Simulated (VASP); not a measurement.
# SnGe4 (R-3m) in VASP: a series of runs

The runs below take SnGe4 through single point, with PBE.

All numbers are computed with VASP 6.6.1; they aren't measurements. Logs are shortened: lines on timing, memory, paths and dates and some standing lists are left out, and cuts for length are marked.

## Step 1: The cell of the first run

It takes space group R-3m (No. 166, trigonal). The conventional cell has a = 3.099 Å, b = 3.099 Å, c = 37.953 Å, α = 90.00°, β = 90.00°, γ = 120.00°. Sn (site symmetry -3m) has 6 Sn at 3.10 Å and 6 Ge at 3.10 Å within 4.1 Å. Within 4.1 Å of Ge (site symmetry 3m) lie 9 Ge at 3.10 Å and 3 Sn at 3.10 Å. Ge (site symmetry 3m) has 12 Ge at 3.10 Å within 4.1 Å.

## Step 2: Single point, PBE

File INCAR:

```
PREC     = Accurate       # precision mode
ENCUT    = 520            # plane-wave cutoff, eV
EDIFF    = 1E-7           # SCF threshold, eV
ISMEAR   = 0              # smearing method
SIGMA    = 0.1            # smearing width, eV
LREAL    = F              # projectors in reciprocal space
LASPH    = T              # aspherical terms in the spheres
NELM     = 60             # most SCF steps
ALGO     = Normal         # electronic algorithm
ISIF     = 2              # what is computed and relaxed
LWAVE    = F              # write WAVECAR
LCHARG   = T              # write CHGCAR
GGA      = PE             # functional
LELF     = T              # ELF
LVHAR    = T            
NBANDS   = 43             # bands
```

File KPOINTS:

```
regular mesh
0
Gamma
  6 6 6
```

File POSCAR:

```
SnGe4
1.0
    1.5494207200      0.8945584700     12.6509672300
   -1.5494207200      0.8945584700     12.6509672300
    0.0000000000     -1.7891169400     12.6509672300
Sn Ge
1 4
Direct
    0.0000000000      0.0000000000      0.0000000000
    0.6000000000      0.6000000000      0.6000000000
    0.2000000000      0.2000000000      0.2000000000
    0.8000000000      0.8000000000      0.8000000000
    0.4000000000      0.4000000000      0.4000000000
```

Potentials or basis: VASP PAW PBE potentials, release 64 (Sn_d, Ge_d).

Run with:

```bash
$ cat potpaw_PBE.64/Sn_d/POTCAR potpaw_PBE.64/Ge_d/POTCAR > POTCAR
$ mpirun -np 1 vasp_std > vasp.out
```

OUTCAR:

```text
PREC = Accurate
   ENCUT = 520
   EDIFF = 1E-7
   ISMEAR = 0
   LREAL = F
   LASPH = T
   NELM = 60
   ISIF = 2
   GGA = PE

 ion  position               nearest neighbor table
   1  0.000  0.000  0.000-   2 3.10   2 3.10   5 3.10   5 3.10   2 3.10   5 3.10
   2  0.600  0.600  0.600-   1 3.10   1 3.10   1 3.10
   3  0.200  0.200  0.200-
   4  0.800  0.800  0.800-
   5  0.400  0.400  0.400-   1 3.10   1 3.10   1 3.10

  LATTYP: Found a trigonal (rhomboedric) cell.
 ALAT       =    12.7768506009
 COS(alpha) =     0.9705882354

  Lattice vectors:

 A1 = (   1.5494207200,   0.8945584700,  12.6509672300)
 A2 = (  -1.5494207200,   0.8945584700,  12.6509672300)
 A3 = (   0.0000000000,  -1.7891169400,  12.6509672300)

Analysis of symmetry for initial positions (statically):
=====================================================================
 Subroutine PRICEL returns:
 Original cell was already a primitive cell.

 Routine SETGRP: Setting up the symmetry group for a
 trigonal (rhombohedral) supercell.

 Subroutine GETGRP returns: Found 12 space group operations
 (whereof 12 operations were pure point group operations)
 out of a pool of 12 trial point group operations.

The static configuration has the point symmetry D_3d.

Analysis of symmetry for dynamics (positions and initial velocities):
=====================================================================
 Subroutine PRICEL returns:
 Original cell was already a primitive cell.

 Routine SETGRP: Setting up the symmetry group for a
 trigonal (rhombohedral) supercell.

 Subroutine GETGRP returns: Found 12 space group operations
 (whereof 12 operations were pure point group operations)
 out of a pool of 12 trial point group operations.

The dynamic configuration has the point symmetry D_3d.

 Subroutine INISYM returns: Found 12 space group operations
 (whereof 12 operations are pure point group operations),
 and found     1 'primitive' translations

----------------------------------------------------------------------------------------

                                     Primitive cell

  volume of cell :     105.2090

  direct lattice vectors                    reciprocal lattice vectors
     1.549420720  0.894558470 12.650967230     0.322701248  0.186311652  0.026348447
    -1.549420720  0.894558470 12.650967230    -0.322701248  0.186311652  0.026348447
     0.000000000 -1.789116940 12.650967230     0.000000000 -0.372623305  0.026348447

  length of vectors
    12.776850601 12.776850601 12.776850601     0.373553701  0.373553701  0.373553701

  position of ions in fractional coordinates (direct lattice)
     0.000000000  0.000000000  0.000000000
     0.600000000  0.600000000  0.600000000
     0.200000000  0.200000000  0.200000000
     0.800000000  0.800000000  0.800000000
     0.400000000  0.400000000  0.400000000

  ion indices of the primitive-cell ions
   primitive index   ion index
                 1           1
                 2           2
                 3           3
                 4           4
                 5           5

----------------------------------------------------------------------------------------

 KPOINTS: regular mesh

Automatic generation of k-mesh.
 Grid dimensions read from file:
 generate k-points for:    6    6    6

 Generating k-lattice:

  Cartesian coordinates                     Fractional coordinates (reciprocal lattice)
     0.053783541  0.031051942  0.004391408     0.166666667  0.000000000 -0.000000000
    -0.053783541  0.031051942  0.004391408     0.000000000  0.166666667 -0.000000000
     0.000000000 -0.062103884  0.004391408    -0.000000000 -0.000000000  0.166666667

  Length of vectors
     0.062258950  0.062258950  0.062258950

  Shift w.r.t. Gamma in fractional coordinates (k-lattice)
     0.000000000  0.000000000  0.000000000

 Subroutine IBZKPT returns following result:
 ===========================================

 Found     32 irreducible k-points:

 Following reciprocal coordinates:
            Coordinates               Weight
  0.000000  0.000000  0.000000      1.000000
  0.166667 -0.000000  0.000000      6.000000
  0.333333 -0.000000  0.000000      6.000000
  0.500000 -0.000000  0.000000      3.000000
  0.166667  0.166667  0.000000      6.000000
  0.333333  0.166667  0.000000     12.000000
[... 16 lines left out ...]
  0.500000  0.500000  0.166667      6.000000
 -0.333333  0.500000  0.166667     12.000000
 [... further k-points ...]
   k-points           NKPTS =     32   k-points in BZ     NKDIM =     32   number of bands    NBANDS=     43
   number of dos      NEDOS =    301   number of ions     NIONS =      5
   total plane-waves  NPLWV = 884736
   dimension x,y,z NGX =    96 NGY =   96 NGZ =   96
   dimension x,y,z NGXF=   192 NGYF=  192 NGZF=  192
   ions per type =               1   4
   NGX,Y,Z   is equivalent  to a cutoff of  12.49, 12.49, 12.49 a.u.
   NGXF,Y,Z  is equivalent  to a cutoff of  24.98, 24.98, 24.98 a.u.
 SYSTEM =  unknown system
   PREC   = accura    normal or accurate (medium, high low for compatibility)
   ISTART =      0    job   : 0-new  1-cont  2-samecut
   ICHARG =      2    charge: 1-file 2-atom 10-const
   ISPIN  =      1    spin polarized calculation?
   LNONCOLLINEAR =      F non collinear calculations
   LSORBIT =      F    spin-orbit coupling
   LASPH  =      T    aspherical Exc in radial PAW
   ENCUT  =  520.0 eV  38.22 Ry    6.18 a.u.  23.76 23.76 23.76*2*pi/ulx,y,z
   NELM   =     60;   NELMIN=  2; NELMDL= -5     # of ELM steps
   EDIFF  = 0.1E-06   stopping-criterion for ELM
   LREAL  =      F    real-space projection
   EDIFFG = 0.1E-05   stopping-criterion for IOM
   NSW    =      0    number of steps for IOM
   IBRION =     -1    ionic relax: 0-MD 1-quasi-New 2-CG
   NFREE  =      0    steps in history (QN), initial steepest desc. (CG)
   ISIF   =      2    stress and relaxation
   ISYM   =      2    0-nonsym 1-usesym 2-fastsym
   POTIM  = 0.5000    time-step for ionic-motion
   TEBEG  =    0.0;   TEEND  =   0.0 temperature during run
   PSTRESS=    0.0 pullay stress
   NELECT =      70.0000    total number of electrons
   NUPDOWN=      -1.0000    fix difference up-down
   EMIN   =  10.00;   EMAX   =-10.00  energy-range for DOS
   EFERMI =   0.00;   METHOD = LEGACY
   ISMEAR =     0;   SIGMA  =   0.10  broadening in eV -4-tet -1-fermi 0-gaus
   EFERMI_NEDOS =   21; number of points for ismear=-14 and -15
   IALGO  =     38    algorithm
   IMIX   =      4    mixing-type and parameters
     AMIX     =   0.40;   BMIX     =  1.00
     AMIX_MAG =   1.60;   BMIX_MAG =  1.00
  volume/ion in A,a.u.               =      21.04       142.00
  Fermi-wavevector in a.u.,A,eV,Ry     =   1.429190  2.700777 27.791024  2.042583
  Thomas-Fermi vector in A             =   2.549170
   LORBIT       =      0    0 simple, 1 ext, 2 COOP (PROOUT), +10 PAW based schemes
   GGA     = PE    functional components
   LHFCALC =     F    Hartree Fock is set to
   AEXX    =    0.0000 exact exchange contribution
   IVDW    =     0    specifies the selected vdW correction
   LEPSILON=     F    determine dielectric tensor
   LRPA    =     F    only Hartree local field effects (RPA)
 non-spin polarized calculation
 Gauss-broadening in eV      SIGMA  =   0.10
  energy-cutoff  :      520.00
  volume of cell :      105.21
 maximum number of plane-waves:      2866
   NGX = 47   NGY = 47   NGZ = 47

 number of electron      69.9999999 magnetization

 Free energy of the ion-electron system (eV)
  ---------------------------------------------------
  ext. energy  EPLUGINS =         0.00000000
  ---------------------------------------------------
  free energy    TOTEN  =       -19.94549843 eV

  energy without entropy =      -19.92232472  energy(sigma->0) =      -19.93391157

 E-fermi :   6.9418     XC(G=0): -10.9327

 val. band max:        6.9145779492   @ k =   0.3333   0.1667   0.0000
 cond. band min:       6.9488463693   @ k =  -0.1667   0.5000   0.1667
 fundamental gap:      0.0342684200
 Fermi energy:         6.9417897794

 k-point     1 :       0.0000    0.0000    0.0000
  band No.  band energies     occupation
      1     -17.8290      2.00000
      2     -17.8286      2.00000
      3     -17.8220      2.00000
      4     -17.8220      2.00000
      5     -17.8214      2.00000
      6     -17.8214      2.00000
[... 35 lines left out ...]
     42      14.4050      0.00000
     43      15.2007      0.00000

 k-point     2 :       0.1667   -0.0000    0.0000
  band No.  band energies     occupation
      1     -17.8353      2.00000
      2     -17.8254      2.00000
      3     -17.8227      2.00000
      4     -17.8140      2.00000
      5     -17.8117      2.00000
      6     -17.8061      2.00000
[... 35 lines left out ...]
     42      12.8503      0.00000
     43      13.7845      0.00000

 k-point     3 :       0.3333   -0.0000    0.0000
  band No.  band energies     occupation
      1     -17.8503      2.00000
      2     -17.8340      2.00000
      3     -17.8243      2.00000
      4     -17.8188      2.00000
      5     -17.8119      2.00000
      6     -17.8082      2.00000
[... 35 lines left out ...]
     42      12.0890      0.00000
     43      12.1668      0.00000

 k-point     4 :       0.5000   -0.0000    0.0000
  band No.  band energies     occupation
      1     -17.8575      2.00000
      2     -17.8371      2.00000
      3     -17.8347      2.00000
      4     -17.8210      2.00000
      5     -17.8151      2.00000
      6     -17.8113      2.00000
[... 863 lines left out ...]
     42       9.2815      0.00000
     43      10.0743      0.00000

 k-point    23 :       0.5000    0.5000    0.1667
  band No.  band energies     occupation
      1     -17.8503      2.00000
      2     -17.8339      2.00000
      3     -17.8244      2.00000
      4     -17.8188      2.00000
      5     -17.8119      2.00000
      6     -17.8083      2.00000
[... 35 lines left out ...]
     42      10.9855      0.00000
     43      12.8111      0.00000

 k-point    24 :      -0.3333    0.5000    0.1667
  band No.  band energies     occupation
      1     -17.8425      2.00000
      2     -17.8275      2.00000
      3     -17.8232      2.00000
      4     -17.8200      2.00000
      5     -17.8169      2.00000
      6     -17.8047      2.00000
[... 35 lines left out ...]
     42       9.7936      0.00000
     43      10.1173      0.00000

 [... further k-points ...]

------------------------ aborting loop because EDIFF is reached ----------------------------------------

  FORCE on cell =-STRESS in cart. coord.  units (eV):
  Direction    XX          YY          ZZ          XY          YZ          ZX
  --------------------------------------------------------------------------------------
  -------------------------------------------------------------------------------------
  Total        2.4069807      2.4069807     -0.4448320     -0.0000000      0.0000000     -0.0000000
  in kB       36.6547374     36.6547374     -6.7741300     -0.0000000      0.0000000     -0.0000000
  external PRESSURE =      22.1784482 kB  Pullay stress =       0.0000000 kB

 VOLUME and BASIS-vectors are now :
 -----------------------------------------------------------------------------
  energy-cutoff  :      520.00
  volume of cell :      105.21
      direct lattice vectors                 reciprocal lattice vectors
     1.549420720  0.894558470 12.650967230     0.322701248  0.186311652  0.026348447
    -1.549420720  0.894558470 12.650967230    -0.322701248  0.186311652  0.026348447
     0.000000000 -1.789116940 12.650967230     0.000000000 -0.372623305  0.026348447

 POSITION                                       TOTAL-FORCE (eV/Angst)
 -----------------------------------------------------------------------------------
      0.00000      0.00000      0.00000         0.000000     -0.000000      0.000000
      0.00000      0.00000     22.77174         0.000000     -0.000000     -0.654281
      0.00000      0.00000      7.59058         0.000000     -0.000000      0.019851
      0.00000      0.00000     30.36232         0.000000      0.000000     -0.019851
      0.00000      0.00000     15.18116         0.000000      0.000000      0.654281
 -----------------------------------------------------------------------------------
    total drift:                                0.000000      0.000000      0.000000

  FREE ENERGIE OF THE ION-ELECTRON SYSTEM (eV)
  ---------------------------------------------------
  free  energy   TOTEN  =       -19.9454984324 eV

  energy  without entropy=      -19.9223247151  energy(sigma->0) =      -19.93391157
```

It took 38 min on 1 thread of AMD EPYC 9R45 (Zen 5), shared host; peak memory 1.4 GiB.

What came out:

| Property | Result |
| --- | --- |
| Free energy | -19.9455 eV |
| Pressure | 2.2 GPa |
| Largest force | 0.654 eV/Å |
| Band gap on the k mesh | zero (bands 35 and 36 overlap by 8.36 eV) |

Forces on the atoms (eV/Å):
```
Sn   0.000  0.000  0.000
Ge   0.000  0.000 -0.654
Ge   0.000  0.000  0.020
Ge   0.000  0.000 -0.020
Ge   0.000  0.000  0.654
```

Caveat: the k points lie up to 0.39 Å⁻¹ apart, too coarse for converged energies and pressures of a metal; spin-orbit coupling is left out, which moves the levels of the heavy elements.

## Step 3: Single point, PBE

This run uses another cell than the first one, of 21.62 Å³/atom.

File INCAR:

```
PREC = Accurate
ENCUT = 520
EDIFF = 1E-7
ISMEAR = 0
SIGMA = 0.1
LREAL = F
LASPH = T
NELM = 60
ALGO = Normal
ISIF = 2
LWAVE = F
LCHARG = F
GGA = PE
NBANDS = 43
```

File KPOINTS:

```
Automatic mesh
0
Gamma
  6 6 6
```

File POSCAR:

```
SnGe4
1.0
    1.6300218917      0.9410935780     11.7434626158
   -1.6300218917      0.9410935780     11.7434626158
    0.0000000000     -1.8821871559     11.7434626158
Sn Ge
1 4
Direct
    0.0000000000      0.0000000000      0.0000000000
    0.5908728595      0.5908728595      0.5908728595
    0.1999945949      0.1999945949      0.1999945949
    0.8000054051      0.8000054051      0.8000054051
    0.4091271405      0.4091271405      0.4091271405
```

Potentials or basis: VASP PAW PBE potentials, release 64 (Sn_d, Ge_d).

Run with:

```bash
$ cat potpaw_PBE.64/Sn_d/POTCAR potpaw_PBE.64/Ge_d/POTCAR > POTCAR
$ mpirun -np 1 vasp_std > vasp.out
```

Run time: 33 min. Hardware: 1 thread of AMD EPYC 9R45 (Zen 5), shared host; peak memory 1.3 GiB.

Results (log left out):

| Item | Value |
| --- | --- |
| Free energy | -20.4466 eV |
| Pressure | 0.0 GPa |
| Largest force | 0.012 eV/Å |
| Band gap on the k mesh | zero (bands 35 and 36 overlap by 6.30 eV) |

Forces on the atoms (eV/Å):
```
Sn   0.000  0.000  0.000
Ge   0.000  0.000  0.012
Ge   0.000  0.000 -0.007
Ge   0.000  0.000  0.007
Ge   0.000  0.000 -0.012
```

Stress tensor (GPa, compression positive):
```
 0.02  0.00  0.00
 0.00  0.02  0.00
 0.00  0.00 -0.07
```

Levels at points of the mesh, in eV from the Fermi level:
```csv
k point,band 32,band 33,band 34,band 35,band 36,band 37,band 38,band 39
"(0.00, 0.00, 0.00)",-2.08,4.18,4.18,4.23,4.49,4.49,5.44,5.77
"(0.50, 0.00, 0.00)",-3.24,-3.16,-2.49,-2.19,0.95,1.50,1.53,2.34
"(0.50, 0.50, 0.00)",-4.50,-3.79,-1.58,-0.79,0.28,0.49,0.89,1.71
"(0.50, 0.50, 0.50)",1.02,1.26,4.17,4.17,4.51,4.51,5.66,5.66
```

Caveat: the k points lie up to 0.37 Å⁻¹ apart, too coarse for converged energies and pressures of a metal; spin-orbit coupling is left out, which moves the levels of the heavy elements.

The gap in the log of VASP goes by the Fermi energy; the results here count the filled bands.